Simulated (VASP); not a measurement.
Runs of VASP 6.6.1 on Mo. The structure is that of space group P6_3/mmc (No. 194), or close to it. The cells are those of the table. 

```tsv
task	cell	k mesh	cutoff (eV)	gap on the mesh (eV)	pressure (GPa)
single point	a = 2.855, b = 2.855, c = 9.887 Å, angles 90.0, 90.0, 120.0°, 4 atoms	15 × 15 × 4	520	none	-22.8
relaxation of cell and atoms	relaxed from a = 2.804, b = 2.804, c = 9.158 Å, angles 90.0, 90.0, 120.0°, 4 atoms	13 × 13 × 4	600	none	0.0
single point	a = 2.820, b = 2.820, c = 9.768 Å, angles 90.0, 90.0, 120.0°, 4 atoms	15 × 15 × 4	520	none	-16.5
single point	a = 2.785, b = 2.785, c = 9.646 Å, angles 90.0, 90.0, 120.0°, 4 atoms	15 × 15 × 4	520	none	(a)
single point	a = 2.749, b = 2.749, c = 9.520 Å, angles 90.0, 90.0, 120.0°, 4 atoms	17 × 17 × 5	520	none	0.6
```

Alike in all rows: level PBEsol; potentials or basis VASP PAW PBE potentials, release 64 (Mo_sv); no spin polarisation; smearing fermi-dirac 0.1 eV.

Problem. Estimate the missing entries.

Solution. (a) -8.9.

Caveats: the PAW data sets were made with another functional, which shifts forces and pressure a little.

A k mesh can miss the band edges, and the runs leave out spin-orbit coupling on Mo.

A gap of «none» marks levels without a gap at the run's occupations.
